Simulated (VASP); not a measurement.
Wanted: the native input for a VASP 6.6.1 run.

```yaml
Task: G0W0 quasiparticle levels
Functional: PBE
Potentials_or_basis: VASP PAW PBE potentials, release 64 (B_GW, N_GW)
Cutoff: 500 eV
k_mesh: 2 × 2 × 2
Occupations: gaussian, width 0.01 eV
Spin: no spin polarisation
Dipole_correction: no
GW_scheme: G0W0
GW_iterations: 1
Cutoff_of_the_response_function: 200
Frequency_points: 48
Empty_bands: 452
Further_INCAR_settings: ALGO = EVGW0; EDIFF = 1e-08; NBANDS = 456
```

BN:

```
B N
1.0
     0.00000    1.80800    1.80800
     1.80800    0.00000    1.80800
     1.80800    1.80800    0.00000
B N
1 1
Direct
  0.00000 0.00000 0.00000
  0.25000 0.25000 0.25000
```

One way to write it, as run:

POSCAR

```
BN
1.0
    0.0000000000      1.8080000000      1.8080000000
    1.8080000000      0.0000000000      1.8080000000
    1.8080000000      1.8080000000      0.0000000000
B N
1 1
Direct
    0.0000000000      0.0000000000      0.0000000000
    0.2500000000      0.2500000000      0.2500000000
```

INCAR.step1

```
SYSTEM = BN
ALGO = Normal ; EDIFF = 1E-8
ENCUT = 500 ; GGA = PE
ISMEAR = 0 ; LASPH = .TRUE.
LCHARG = .FALSE. ; LREAL = .FALSE.
LWAVE = .TRUE. ; NELM = 80
PREC = Accurate ; SIGMA = 0.01
```

INCAR.step2

```
SYSTEM = BN
ALGO = Exact ; EDIFF = 1E-8
ENCUT = 500 ; GGA = PE
ISMEAR = 0 ; ISTART = 1
LASPH = .TRUE. ; LCHARG = .FALSE.
LOPTICS = .TRUE. ; LREAL = .FALSE.
LWAVE = .TRUE. ; NBANDS = 456
NELM = 1 ; PREC = Accurate
SIGMA = 0.01
```

INCAR.step3

```
SYSTEM = BN
ALGO = EVGW0 ; EDIFF = 1E-8
ENCUT = 500 ; ENCUTGW = 200
GGA = PE ; ISMEAR = 0
ISTART = 1 ; LASPH = .TRUE.
LCHARG = .FALSE. ; LREAL = .FALSE.
LWAVE = .FALSE. ; NBANDS = 456
NBANDSGW = 12 ; NELMGW = 1
NOMEGA = 48 ; PREC = Accurate
PRECFOCK = Fast ; SIGMA = 0.01
```

KPOINTS

```
k-points
0
G
  2 2 2
  0 0 0
```

Potentials or basis: VASP PAW PBE potentials, release 64 (B_GW, N_GW).

Command:

```bash
$ cat potpaw_PBE.64/B_GW/POTCAR potpaw_PBE.64/N_GW/POTCAR > POTCAR
$ cp INCAR.step1 INCAR
$ mpirun -np 1 vasp_std > vasp.out
$ cp INCAR.step2 INCAR
$ mpirun -np 1 vasp_std > vasp.out
$ cp INCAR.step3 INCAR
$ mpirun -np 1 vasp_std > vasp.out
```

It gave:

```yaml
Quasiparticle_gap: 5.25 eV
Least_direct_quasiparticle_gap: 10.22 eV
Band_gap_of_the_starting_levels_on_the_mesh: 4.09 eV
Least_direct_gap_of_the_starting_levels_on_the_mesh: 8.39 eV
```

Caveat: the k points lie up to 1.50 Å⁻¹ apart, too coarse for converged energies, forces and pressures; bands, screening cutoff and mesh are small and nothing is extrapolated, so the quasiparticle values aren't converged.

It took 7.2 s on 1 thread of Intel(R) Xeon(R) Platinum 8259CL CPU @ 2.50GHz (Skylake/Cascade Lake), on a shared host, peak memory 0.14 GiB.
